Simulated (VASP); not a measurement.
Set up this calculation in VASP 6.6.1, as the native input.

```
Task                    : density of states
Functional              : LDA
Potentials or basis     : VASP PAW LDA potentials, release 64 (Mg, O)
Cutoff                  : 520 eV
k mesh                  : 15 × 15 × 15
Occupations             : fermi-dirac, width 0.05 eV
Spin                    : no spin polarisation
Dipole correction       : no
k mesh for the DOS      : 23 × 23 × 23
Occupations for the DOS : tetrahedron
Further INCAR settings  : ALGO = Normal; EDIFF = 1e-06; NBANDS = 11
```

MgO (rocksalt type):

```
CELL_PARAMETERS angstrom
0.00000 2.03717 2.03717
2.03717 0.00000 2.03717
2.03717 2.03717 0.00000
ATOMIC_POSITIONS crystal
Mg 0.00000 0.00000 0.00000
O 0.50000 0.50000 0.50000
```

This cell differs from its parent crystal: volume scaled by 0.94.

The input as run:

POSCAR

```
MgO
1.0
    0.0000000000      2.0371690486      2.0371690486
    2.0371690486      0.0000000000      2.0371690486
    2.0371690486      2.0371690486      0.0000000000
Mg O
1 1
Direct
    0.0000000000      0.0000000000      0.0000000000
    0.5000000000      0.5000000000      0.5000000000
```

INCAR.step1

```
  PREC = Accurate
  ENCUT = 520
  EDIFF = 1E-6
  ISMEAR = -1
  SIGMA = 0.05
  LREAL = False
  LASPH = True
  NELM = 120
  ALGO = Normal
  ISIF = 2
  LWAVE = False
  LCHARG = True
  NBANDS = 11
  GGA_COMPAT = False
  NEDOS = 2001
  LORBIT = 11
```

KPOINTS.step1

```
regular mesh
0
Gamma
  15 15 15
```

INCAR.step2

```
  PREC = Accurate
  ENCUT = 520
  EDIFF = 1E-6
  ISMEAR = -5
  SIGMA = 0.05
  LREAL = False
  LASPH = True
  NELM = 120
  ALGO = Normal
  ISIF = 2
  LWAVE = False
  LCHARG = False
  LORBIT = 11
  NBANDS = 11
  NEDOS = 2001
  ICHARG = 11
  GGA_COMPAT = False
```

KPOINTS.step2

```
regular mesh
0
Gamma
  23 23 23
```

Potentials or basis: VASP PAW LDA potentials, release 64 (Mg, O).

The run is started by

```sh
$ cat potpaw_LDA.64/Mg/POTCAR potpaw_LDA.64/O/POTCAR > POTCAR
$ cp INCAR.step1 INCAR
$ cp KPOINTS.step1 KPOINTS
$ mpirun -np 1 vasp_std > vasp.out
$ cp INCAR.step2 INCAR
$ cp KPOINTS.step2 KPOINTS
$ mpirun -np 1 vasp_std > vasp.out
```

It gave:

```
Valence electrons inside the program's atomic spheres : Mg 0.50; O 5.13
```

It took 33 s on 1 thread of Intel Xeon 6975P-C (shared host), peak memory 0.19 GiB.
